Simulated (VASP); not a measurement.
# CaO (Fm-3m) in VASP: notebook

CaO is run at these levels: r2SCAN; tasks: single point.

All numbers are computed with VASP 6.6.1; they aren't measurements. Logs are shortened: lines on timing, memory, paths and dates and some standing lists are left out, and cuts for length are marked.

## 1. The cell of the first run

The structure is cubic, space group Fm-3m (No. 225). Conventional cell: a = 4.795 Å, b = 4.795 Å, c = 4.795 Å, α = 90.00°, β = 90.00°, γ = 90.00°. Ca (site symmetry m-3m) has 6 O at 2.40 Å within 3.2 Å. Within 3.2 Å of O (site symmetry m-3m) lie 6 Ca at 2.40 Å.

## 2. Single point, r2SCAN

POSCAR

```
CaO
1.0
    0.0000000000      2.3974452290      2.3974452290
    2.3974452290      0.0000000000      2.3974452290
    2.3974452290      2.3974452290      0.0000000000
Ca O
1 1
Direct
    0.0000000000      0.0000000000      0.0000000000
    0.5000000000      0.5000000000      0.5000000000
```

INCAR.step1

```
SYSTEM = CaO
PREC = Accurate
ENCUT = 520
ISMEAR = 0
SIGMA = 0.02
LREAL = .FALSE.
LASPH = .TRUE.
NELM = 80
NBANDS = 15
GGA = PE
ALGO = Normal
EDIFF = 1E-4
LWAVE = .TRUE.
LCHARG = .FALSE.
```

INCAR.step2

```
SYSTEM = CaO
PREC = Accurate
ENCUT = 520
EDIFF = 1E-7
ISMEAR = 0
SIGMA = 0.02
LREAL = .FALSE.
LASPH = .TRUE.
NELM = 80
ALGO = Normal
ISIF = 2
LWAVE = .FALSE.
LCHARG = .TRUE.
METAGGA = R2SCAN
LMIXTAU = .TRUE.
LELF = .TRUE.
LVHAR = .TRUE.
NBANDS = 15
ISTART = 1
```

KPOINTS

```
regular mesh
0
G
  8 8 8
  0 0 0
```

Potentials or basis: VASP PAW PBE potentials, release 64 (Ca_sv, O).

Run with:

```bash
$ cat potpaw_PBE.64/Ca_sv/POTCAR potpaw_PBE.64/O/POTCAR > POTCAR
$ cp INCAR.step1 INCAR
$ mpirun -np 1 vasp_std > vasp.out
$ cp INCAR.step2 INCAR
$ mpirun -np 1 vasp_std > vasp.out
```

OUTCAR:

```text
SYSTEM = CaO
   PREC = Accurate
   ENCUT = 520
   EDIFF = 1E-7
   ISMEAR = 0
   LREAL = .FALSE.
   LASPH = .TRUE.
   NELM = 80
   ISIF = 2
   METAGGA = R2SCAN
   ISTART = 1

 ion  position               nearest neighbor table
   1  0.000  0.000  0.000-   2 2.40   2 2.40   2 2.40   2 2.40   2 2.40   2 2.40
   2  0.500  0.500  0.500-   1 2.40   1 2.40   1 2.40   1 2.40   1 2.40   1 2.40

  LATTYP: Found a face centered cubic cell.
 ALAT       =     4.7948904580

  Lattice vectors:

 A1 = (   0.0000000000,   2.3974452290,   2.3974452290)
 A2 = (   2.3974452290,   0.0000000000,   2.3974452290)
 A3 = (   2.3974452290,   2.3974452290,   0.0000000000)

Analysis of symmetry for initial positions (statically):
=====================================================================
 Subroutine PRICEL returns:
 Original cell was already a primitive cell.

 Routine SETGRP: Setting up the symmetry group for a
 face centered cubic supercell.

 Subroutine GETGRP returns: Found 48 space group operations
 (whereof 48 operations were pure point group operations)
 out of a pool of 48 trial point group operations.

The static configuration has the point symmetry O_h .

Analysis of symmetry for dynamics (positions and initial velocities):
=====================================================================
 Subroutine PRICEL returns:
 Original cell was already a primitive cell.

 Routine SETGRP: Setting up the symmetry group for a
 face centered cubic supercell.

 Subroutine GETGRP returns: Found 48 space group operations
 (whereof 48 operations were pure point group operations)
 out of a pool of 48 trial point group operations.

The dynamic configuration has the point symmetry O_h .

 Subroutine INISYM returns: Found 48 space group operations
 (whereof 48 operations are pure point group operations),
 and found     1 'primitive' translations

----------------------------------------------------------------------------------------

                                     Primitive cell

  volume of cell :      27.5598

  direct lattice vectors                    reciprocal lattice vectors
     0.000000000  2.397445229  2.397445229    -0.208555338  0.208555338  0.208555338
     2.397445229  0.000000000  2.397445229     0.208555338 -0.208555338  0.208555338
     2.397445229  2.397445229  0.000000000     0.208555338  0.208555338 -0.208555338

  length of vectors
     3.390499558  3.390499558  3.390499558     0.361228442  0.361228442  0.361228442

[... 85 lines left out ...]
   NFREE  =      0    steps in history (QN), initial steepest desc. (CG)
   ISIF   =      2    stress and relaxation
   ISYM   =      2    0-nonsym 1-usesym 2-fastsym
   POTIM  = 0.5000    time-step for ionic-motion
   TEBEG  =    0.0;   TEEND  =   0.0 temperature during run
   PSTRESS=    0.0 pullay stress
   NELECT =      16.0000    total number of electrons
   NUPDOWN=      -1.0000    fix difference up-down
   EMIN   =  10.00;   EMAX   =-10.00  energy-range for DOS
   EFERMI =   0.00;   METHOD = LEGACY
   ISMEAR =     0;   SIGMA  =   0.02  broadening in eV -4-tet -1-fermi 0-gaus
   EFERMI_NEDOS =   21; number of points for ismear=-14 and -15
   IALGO  =     38    algorithm
   IMIX   =      4    mixing-type and parameters
     AMIX     =   0.40;   BMIX     =  1.00
     AMIX_MAG =   1.60;   BMIX_MAG =  1.00
  volume/ion in A,a.u.               =      13.78        92.99
  Fermi-wavevector in a.u.,A,eV,Ry     =   1.365703  2.580804 25.376819  1.865144
  Thomas-Fermi vector in A             =   2.491908
   LORBIT       =      0    0 simple, 1 ext, 2 COOP (PROOUT), +10 PAW based schemes
   METAGGA = R2SCAN    functional components
   LHFCALC =     F    Hartree Fock is set to
   AEXX    =    0.0000 exact exchange contribution
   IVDW    =     0    specifies the selected vdW correction
   LEPSILON=     F    determine dielectric tensor
   LRPA    =     F    only Hartree local field effects (RPA)
 non-spin polarized calculation
 Gauss-broadening in eV      SIGMA  =   0.02
  energy-cutoff  :      520.00
  volume of cell :       27.56
 maximum number of plane-waves:       754
 NGX is ok and might be reduce to    28
   NGX = 13   NGY = 13   NGZ = 13

 number of electron      15.9999997 magnetization

 Free energy of the ion-electron system (eV)
  ---------------------------------------------------
  ext. energy  EPLUGINS =         0.00000000
  ---------------------------------------------------
  free energy    TOTEN  =       -19.45302398 eV

  energy without entropy =      -19.45302398  energy(sigma->0) =      -19.45302398

 E-fermi :   2.2222     XC(G=0): -11.1125

 val. band max:        2.0556202579   @ k =   0.0000   0.0000   0.0000
 cond. band min:       6.2423298259   @ k =   0.5000   0.5000   0.0000
 fundamental gap:      4.1867095679
 Fermi energy:         2.2221714503

 k-point     1 :       0.0000    0.0000    0.0000
  band No.  band energies     occupation
      1     -36.9700      2.00000
      2     -16.8568      2.00000
      3     -16.8568      2.00000
      4     -16.8567      2.00000
      5     -14.4316      2.00000
      6       2.0556      2.00000
      7       2.0556      2.00000
      8       2.0556      2.00000
      9       7.5451      0.00000
     10       8.9265      0.00000
     11       8.9265      0.00000
     12       8.9265      0.00000
     13      10.5348      0.00000
     14      10.5348      0.00000
[... 401 lines left out ...]
      2     -17.8431      2.00000
      3     -17.0975      2.00000
      4     -16.9835      2.00000
      5     -13.4315      2.00000
      6       0.0197      2.00000
      7       0.9305      2.00000
      8       0.9931      2.00000
      9       9.4651      0.00000
     10       9.5540      0.00000
     11      11.5505      0.00000
     12      11.7830      0.00000
     13      13.0902      0.00000
     14      14.8604      0.00000
     15      17.0293      0.00000

 [... further k-points ...]
[... 5 lines left out ...]
  --------------------------------------------------------------------------------------
  -------------------------------------------------------------------------------------
  Total        0.1846428      0.1846428      0.1846428      0.0000000     -0.0000000      0.0000000
  in kB       10.7341332     10.7341332     10.7341332      0.0000000     -0.0000000      0.0000000
  external PRESSURE =      10.7341332 kB  Pullay stress =       0.0000000 kB

 VOLUME and BASIS-vectors are now :
 -----------------------------------------------------------------------------
  energy-cutoff  :      520.00
  volume of cell :       27.56
      direct lattice vectors                 reciprocal lattice vectors
     0.000000000  2.397445229  2.397445229    -0.208555338  0.208555338  0.208555338
     2.397445229  0.000000000  2.397445229     0.208555338 -0.208555338  0.208555338
     2.397445229  2.397445229  0.000000000     0.208555338  0.208555338 -0.208555338

 POSITION                                       TOTAL-FORCE (eV/Angst)
 -----------------------------------------------------------------------------------
      0.00000      0.00000      0.00000        -0.000000      0.000000     -0.000000
      2.39745      2.39745      2.39745         0.000000     -0.000000      0.000000
 -----------------------------------------------------------------------------------
    total drift:                                0.000000      0.000000      0.000000

  FREE ENERGIE OF THE ION-ELECTRON SYSTEM (eV)
  ---------------------------------------------------
  free  energy   TOTEN  =       -19.4530239820 eV

  energy  without entropy=      -19.4530239820  energy(sigma->0) =      -19.45302398
```

Wall time 45 s (1 thread of AMD EPYC 9R45 (Zen 5), shared host); peak memory 0.14 GiB.

What came out:

```yaml
Free_energy: -19.4530 eV
Pressure: 1.1 GPa
Band_gap_on_the_k_mesh: 4.19 eV, indirect (least direct gap 4.56 eV)
```

Levels at points of the mesh, in eV from the valence-band top:
| k point | band 5 | band 6 | band 7 | band 8 | band 9 | band 10 | band 11 | band 12 |
| --- | --- | --- | --- | --- | --- | --- | --- | --- |
| (0.00, 0.00, 0.00) | -16.49 | 0.00 | 0.00 | 0.00 | 5.49 | 6.87 | 6.87 | 6.87 |
| (0.50, 0.00, 0.00) | -15.18 | -2.62 | -1.21 | -1.21 | 7.73 | 9.09 | 9.09 | 9.27 |
| (0.50, 0.50, 0.00) | -16.27 | -1.29 | -0.37 | -0.37 | 4.19 | 8.82 | 9.67 | 10.28 |

Caveat: the PAW data sets were made with another functional, which shifts forces and pressure a little. r2SCAN opens gaps a little over a GGA but as a rule still falls short of measured ones.

## 3. Single point, r2SCAN (volume scaled by 1.03)

POSCAR

```
CaO
1.0
    0.0000000000      2.4211838543      2.4211838543
    2.4211838543      0.0000000000      2.4211838543
    2.4211838543      2.4211838543      0.0000000000
Ca O
1 1
Direct
    0.0000000000      0.0000000000      0.0000000000
    0.5000000000      0.5000000000      0.5000000000
```

INCAR.step1

```
SYSTEM = CaO
PREC = Accurate ; ENCUT = 520
ISMEAR = 0 ; SIGMA = 0.02
LREAL = .FALSE. ; LASPH = .TRUE.
NELM = 60 ; NBANDS = 15
GGA = PE ; ALGO = Normal
EDIFF = 1E-4 ; LWAVE = .TRUE.
LCHARG = .FALSE.
```

INCAR.step2

```
SYSTEM = CaO
PREC = Accurate ; ENCUT = 520
EDIFF = 1E-6 ; ISMEAR = 0
SIGMA = 0.02 ; LREAL = .FALSE.
LASPH = .TRUE. ; NELM = 60
ALGO = Normal ; ISIF = 2
LWAVE = .FALSE. ; LCHARG = .TRUE.
METAGGA = R2SCAN ; LMIXTAU = .TRUE.
LELF = .TRUE. ; LVHAR = .TRUE.
NBANDS = 15 ; ISTART = 1
```

KPOINTS is that of step 2.

Potentials or basis: VASP PAW PBE potentials, release 64 (Ca_sv, O).

Run with:

```bash
$ cat potpaw_PBE.64/Ca_sv/POTCAR potpaw_PBE.64/O/POTCAR > POTCAR
$ cp INCAR.step1 INCAR
$ mpirun -np 1 vasp_std > vasp.out
$ cp INCAR.step2 INCAR
$ mpirun -np 1 vasp_std > vasp.out
```

Run time: 39 s. Hardware: 1 thread of AMD EPYC 9R45 (Zen 5), shared host; peak memory 0.14 GiB.

The run converged. Its results:

| Quantity | Value |
| --- | --- |
| Free energy | -19.4506 eV |
| Pressure | -2.3 GPa |
| Band gap on the k mesh | 4.19 eV, indirect (least direct gap 4.57 eV) |

Levels at points of the mesh, in eV from the valence-band top:
| k point | band 6 | band 7 | band 8 | band 9 | band 10 | band 11 |
| --- | --- | --- | --- | --- | --- | --- |
| (0.00, 0.00, 0.00) | 0.00 | 0.00 | 0.00 | 5.24 | 6.80 | 6.80 |
| (0.50, 0.00, 0.00) | -2.55 | -1.15 | -1.15 | 7.59 | 8.92 | 8.92 |
| (0.50, 0.50, 0.00) | -1.30 | -0.38 | -0.38 | 4.19 | 8.59 | 9.50 |

Caveat: the PAW data sets were made with another functional, which shifts forces and pressure a little. A k mesh can miss the band edges.
